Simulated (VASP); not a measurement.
Input of a VASP 6.6.1 run:

Contents of INCAR:

```
  PREC = Accurate
  ENCUT = 520
  EDIFF = 1E-6
  ISMEAR = 0
  SIGMA = 0.05
  LREAL = F
  LASPH = T
  NELM = 60
  ALGO = Normal
  ISIF = 2
  LWAVE = F
  LCHARG = F
  GGA = PS
  NBANDS = 16
```

File KPOINTS:

```
Automatic mesh
0
Gamma
  12 12 8
```

The input POSCAR:

```
AlN
1.0
    3.1138817556      0.0000000000      0.0000000000
   -1.5569408778      2.6967007047      0.0000000000
    0.0000000000      0.0000000000      4.9834380166
Al N
2 2
Direct
    0.3333333333      0.6666666667      0.0014889710
    0.6666666667      0.3333333333      0.5014889710
    0.3333333333      0.6666666667      0.3835110290
    0.6666666667      0.3333333333      0.8835110290
```

Potentials or basis: VASP PAW PBE potentials, release 64 (Al, N).

Command:

```bash
$ cat potpaw_PBE.64/Al/POTCAR potpaw_PBE.64/N/POTCAR > POTCAR
$ mpirun -np 1 vasp_std > vasp.out
```

Task: What does it give for the pressure?

Result: 0.0 GPa.

Task: Predict the band gap on the k mesh.

Result: 4.11 eV.

Caveat: the PAW data sets were made with another functional, which shifts forces and pressure a little.

**Measured values to compare with.**

“Self-assembly of well-separated AlN nanowires directly on sputtered metallic TiN films”, 2019, arxiv:1910.07391 quotes, for a bulk crystal of AlN at 10 K: band gap 6.034 eV (an exciton energy, a little under the gap).

A measured gap of AlN is 6.034 eV (an exciton energy, a little under the gap; 10 K; quoted in “Self-assembly of well-separated AlN nanowires directly on sputtered metallic TiN films”, 2019, arxiv:1910.07391); the calculated 4.11 eV misses it by -1.92 eV. 2 values of this kind are on record (6.034 to 6.0343 eV); this one was drawn at random. The value is that of PBEsol on a finite k mesh, which can miss the band edges, without temperature or zero-point motion. Semilocal functionals fall short of measured gaps as a rule.
